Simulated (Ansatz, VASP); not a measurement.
# SnO2 in VASP and in Ansatz

Contents of INCAR:

```
SYSTEM = SnO2
  ALGO = Normal
  EDIFF = 1E-6
  ENCUT = 520
  GGA = PE
  ISIF = 2
  ISMEAR = 0
  LASPH = .TRUE.
  LCHARG = .FALSE.
  LREAL = .FALSE.
  LWAVE = .FALSE.
  NBANDS = 35
  NELM = 80
  PREC = Accurate
  SIGMA = 0.05
```

Contents of KPOINTS:

```
k-points
0
G
  6 6 8
  0 0 0
```

POSCAR

```
SnO2
1.0
    4.9405222631      0.0000000000      0.0000000000
    0.0000000000      4.9405362667      0.0000000000
    0.0000000000      0.0000000000      3.0866914697
Sn O
2 4
Direct
    0.5000000000      0.5000000000      0.5000000000
    0.0000000000      0.0000000000      0.0000000000
    0.3188763247      0.2943279924      0.0000000000
    0.8188763247      0.2056720076      0.5000000000
    0.1811236753      0.7943279924      0.5000000000
    0.6811236753      0.7056720076      0.0000000000
```

Input for Ansatz:

```yaml
crystal:
  lattice:
    - [4.9405222631, 0.0, 0.0]
    - [0.0, 4.9405362667, 0.0]
    - [0.0, 0.0, 3.0866914697]
  atoms:
    - { symbol: Sn, position: [0.5, 0.5, 0.5] }
    - { symbol: Sn, position: [0.0, 0.0, 0.0] }
    - { symbol: O, position: [0.3188763247, 0.2943279924, 0.0] }
    - { symbol: O, position: [0.8188763247, 0.2056720076, 0.5] }
    - { symbol: O, position: [0.1811236753, 0.7943279924, 0.5] }
    - { symbol: O, position: [0.6811236753, 0.7056720076, 0.0] }
basis:
  ecutwfc: 520.0
kpoints:
  mp_grid: { grid: [6, 6, 8] }
hamiltonian:
  xc: pbe
  pseudopotentials: { kind: paw, azcp: { folder: soft_1 } }
scf:
  occupations: { method: gaussian, width: 0.05 }
output:
  forces: true
  stress: true
  eigenvalues: true
  write_density: true
  write_potential: true
  elf: true
  volumetric_format: npy
```

Change from the starting cell: mode 4 frozen in at +0.084 Å, strain +e along z and -e/2 along x and y -0.0467.

Alike in both runs: task single point; functional PBE; k mesh 6 × 6 × 8; occupations gaussian, width 0.05 eV; no spin polarisation.

|  | VASP | Ansatz |
| --- | --- | --- |
| version | VASP 6.6.1 | Ansatz 0.2.0 |
| potentials or method | VASP PAW PBE potentials, release 64 (Sn_d, O), cutoff 520 eV | scalar-relativistic, plane waves, PAW |
| valence electrons in the cell | 52 | 52 |

Ansatz gave:

| Property | Result |
| --- | --- |
| gap on the k mesh at the Fermi level (eV) | 1.03 |
| least direct gap on the mesh (eV) | 1.03 |
| pressure (GPa) | 3.4 |
| traceless stress, the component that is largest in VASP (GPa) | 10.43 |
| rms of the force components (eV/Å) | 0.062 |

Estimate VASP's values.

gap on the k mesh at the Fermi level (eV): 1.02; least direct gap on the mesh (eV): 1.02; pressure (GPa): 4.0; traceless stress, the component that is largest in VASP (GPa): 10.74; rms of the force components (eV/Å): 0.079.

Atom by atom the forces differ by 0.020 eV/Å (rms over components).
